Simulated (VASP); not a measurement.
Input of a VASP 6.6.1 run:

The input INCAR:

```
PREC = Accurate ; ENCUT = 520
EDIFF = 1E-6 ; ISMEAR = -1
SIGMA = 0.02 ; LREAL = F
LASPH = T ; NELM = 60
ALGO = Normal ; ISIF = 2
LWAVE = F ; LCHARG = T
GGA = PE ; LELF = T
LVHAR = T ; NBANDS = 35
```

KPOINTS

```
Automatic mesh
0
Gamma
  12 12 2
```

The input POSCAR:

```
WSe2
1.0
    3.2996683542      0.0000000000      0.0000000000
   -1.6498341771      2.9038896840      0.0000000000
    0.0000000000      0.0000000000     13.1485345237
W Se
2 4
Direct
    0.6674493705      0.3348987411      0.7500000000
    0.3325506295      0.6651012589      0.2500000000
    0.3350730546      0.6701461093      0.8759590113
    0.6649269454      0.3298538907      0.3759590113
    0.3350730546      0.6701461093      0.6240409887
    0.6649269454      0.3298538907      0.1240409887
```

Potentials or basis: VASP PAW PBE potentials, release 64 (W_sv, Se).

Run with:

```sh
$ cat potpaw_PBE.64/W_sv/POTCAR potpaw_PBE.64/Se/POTCAR > POTCAR
$ mpirun -np 1 vasp_std > vasp.out
```

Task: What does it give for the pressure?

Result: 2.3 GPa.

Task: Predict the largest force.

Result: 0.315 eV/Å.

Task: What does it give for the band gap on the k mesh?

Result: 1.03 eV (least direct gap 1.40 eV).

Forces on the atoms (eV/Å):
```
W    0.000 -0.018  0.000
W    0.000  0.018  0.000
Se   0.000  0.009  0.315
Se   0.000 -0.009  0.315
Se   0.000  0.009 -0.315
Se   0.000 -0.009 -0.315
```

Caveat: the cell differs from its parent crystal (uniaxial y strain +1.6%); spin-orbit coupling is left out, which moves the levels of the heavy elements; this functional lacks dispersion, which binds layers or chains, so the pressure and a relaxed spacing across them are unreliable. A k mesh can miss the band edges.
